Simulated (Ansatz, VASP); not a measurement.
Two plane-wave programs on C

INCAR

```
PREC     = Accurate       # precision mode
ENCUT    = 600            # plane-wave cutoff, eV
EDIFF    = 1E-7           # SCF threshold, eV
ISMEAR   = -1             # smearing method
SIGMA    = 0.05           # smearing width, eV
LREAL    = False          # projectors in reciprocal space
LASPH    = True           # aspherical terms in the spheres
NELM     = 100            # most SCF steps
ALGO     = Normal         # electronic algorithm
ISIF     = 3              # what is computed and relaxed
LWAVE    = False          # write WAVECAR
LCHARG   = False          # write CHGCAR
GGA      = RP             # functional
IVDW     = 13             # dispersion correction
IBRION   = 2              # ionic algorithm
NSW      = 60             # ionic steps
EDIFFG   = -0.01          # ionic threshold
```

KPOINTS

```
Automatic mesh
0
Gamma
  13 13 13
```

POSCAR

```
C
1.0
    0.0000000000      1.7833700000      1.7833700000
    1.7833700000      0.0000000000      1.7833700000
    1.7833700000      1.7833700000      0.0000000000
C
2
Direct
    0.7500000000      0.7500000000      0.7500000000
    0.5000000000      0.5000000000      0.5000000000
```

The input input.yaml:

```yaml
crystal:
  lattice:
    - [0.0, 1.78337, 1.78337]
    - [1.78337, 0.0, 1.78337]
    - [1.78337, 1.78337, 0.0]
  atoms:
    - { symbol: C, position: [0.75, 0.75, 0.75] }
    - { symbol: C, position: [0.5, 0.5, 0.5] }
hamiltonian:
  xc: rpbe
  pseudopotentials: { kind: paw }
  dispersion: d4
kpoints:
  mp_grid: { grid: [13, 13, 13] }
scf:
  occupations: { method: fermi_dirac, width: 0.05 }
output:
  forces: true
  stress: true
  write_density: true
  write_potential: true
  elf: true
  volumetric_format: npy
relax:
  f_tol: 0.01
  max_steps: 40
  cell: { stress_tol: 0.05 }
```

Alike in both runs: task relaxation of cell and atoms; functional RPBE; dispersion D4; k mesh 13 × 13 × 13; occupations fermi-dirac, width 0.05 eV; no spin polarisation.

|  | VASP | Ansatz |
| --- | --- | --- |
| version | VASP 6.6.1 | Ansatz 0.2.0 |
| potentials or method | VASP PAW PBE potentials, release 64 (C) | Ansatz PAW |
| plane-wave cutoff (eV) | 600 | 420 |
| valence electrons in the cell | 8 | 8 |

|  | VASP | Ansatz | Ansatz less VASP |
| --- | --- | --- | --- |
| gap on the k mesh at the Fermi level, each at its own relaxed structure (eV) | 4.17 | 4.18 | +0.012 |
| relaxed volume (Å³/atom) | 5.59 | 5.59 | +0.002 |
| relaxed length of the cell vector where the two differ most in proportion (Å) | 2.510 | 2.510 | +0.0004 |

VASP's potentials were made for PBE, not for RPBE.

Noted on Ansatz's run: odd divisions of the mesh miss points on the zone boundary, where band edges often lie, so the gap on the mesh can be too wide; the plane-wave basis is chosen anew once the cell has moved, so the energies of steps on either side of that aren't comparable.
